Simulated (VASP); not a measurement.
Runs of VASP 6.6.1 on Be3H. The structure is that of space group P-3 (No. 147), or close to it. The cells are those of the table. 

| task | cell | k mesh | cutoff (eV) | gap on the mesh (eV) | pressure (GPa) | relaxed volume (Å³/atom) | largest force (eV/Å) |
| --- | --- | --- | --- | --- | --- | --- | --- |
| single point | a = 4.325, b = 4.325, c = 3.578 Å, angles 90.0, 90.0, 120.0°, 8 atoms | 12 × 12 × 10 | 520 | none | 0.1 | - | - |
| single point | a = 4.415, b = 4.415, c = 3.583 Å, angles 90.0, 90.0, 120.0°, 8 atoms | 6 × 6 × 4 | 520 | none | 0.1 | - | 0.02 |
| relaxation of cell and atoms | relaxed from a = 4.415, b = 4.415, c = 3.583 Å, angles 90.0, 90.0, 120.0°, 8 atoms | 6 × 6 × 6 | 600 | none | 0.2 | (a) | 0.03 |
| relaxation of cell and atoms | relaxed from a = 4.458, b = 4.458, c = 4.095 Å, angles 90.0, 90.0, 120.0°, 8 atoms | 6 × 6 × 4 | 600 | none | 0.4 | 7.38 | 0.04 |
| relaxation of cell and atoms | relaxed from a = 4.304, b = 4.304, c = 3.586 Å, angles 90.0, 90.0, 120.0°, 8 atoms | 12 × 12 × 10 | 600 | none | 0.1 | 7.23 | 0.01 |

Alike in all rows: level PBE; potentials or basis VASP PAW PBE potentials, release 64 (Be, H); no spin polarisation; smearing gaussian 0.1 eV.

Question: Estimate the missing entries.

Answer: (a) 7.30.

Caveats: some runs use coarse meshes; the volume moved by over 15 % at a fixed basis, so the end points are rough (some runs).

A gap of «none» marks levels without a gap at the run's occupations.
